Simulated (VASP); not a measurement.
A run of VASP 6.6.1 is set up as follows.

INCAR

```
SYSTEM = LuAlN2
PREC     = Accurate       ! precision mode
ENCUT    = 520            ! plane-wave cutoff, eV
EDIFF    = 1E-7           ! SCF threshold, eV
ISMEAR   = 0              ! smearing method
SIGMA    = 0.01           ! smearing width, eV
LREAL    = .False.        ! projectors in reciprocal space
LASPH    = .True.         ! aspherical terms in the spheres
NELM     = 100            ! most SCF steps
ALGO     = Normal         ! electronic algorithm
ISIF     = 2              ! what is computed and relaxed
LWAVE    = .False.        ! write WAVECAR
LCHARG   = .True.         ! write CHGCAR
GGA      = PE             ! functional
LELF     = .True.         ! ELF
LVHAR    = .True.       
NBANDS   = 27             ! bands
```

KPOINTS

```
regular mesh
0
Gamma
  8 8 8
  0 0 0
```

File POSCAR:

```
LuAlN2
1.0
    1.5979446868      0.9225737951      5.1368692012
   -1.5979446868      0.9225737951      5.1368692012
    0.0000000000     -1.8451475902      5.1368692012
Al Lu N
1 1 2
Direct
    1.0000000000      0.0000000000      0.0000000000
    0.5000000000      0.5000000000      0.5000000000
    0.2594600289      0.2594600289      0.2594600289
    0.7405399711      0.7405399711      0.7405399711
```

Potentials or basis: VASP PAW PBE potentials, release 64 (Al, Lu, N).

Command:

```console
$ cat potpaw_PBE.64/Al/POTCAR potpaw_PBE.64/Lu/POTCAR potpaw_PBE.64/N/POTCAR > POTCAR
$ mpirun -np 1 vasp_std > vasp.out
```

Task: Predict the pressure.

Result: -5.0 GPa.

Task: What does it give for the largest force?

Result: 0.018 eV/Å.

Task: Predict the band gap on the k mesh.

Result: 0.78 eV (least direct gap 2.29 eV).

Forces in eV/Å, atoms in the order of the input:
```
Al   0.000  0.000  0.000
Lu   0.000  0.000  0.000
N    0.000  0.000 -0.018
N    0.000  0.000  0.018
```

Caveat: the cell stands under tension; spin-orbit coupling is left out, which moves the levels of the heavy elements. A k mesh can miss the band edges.
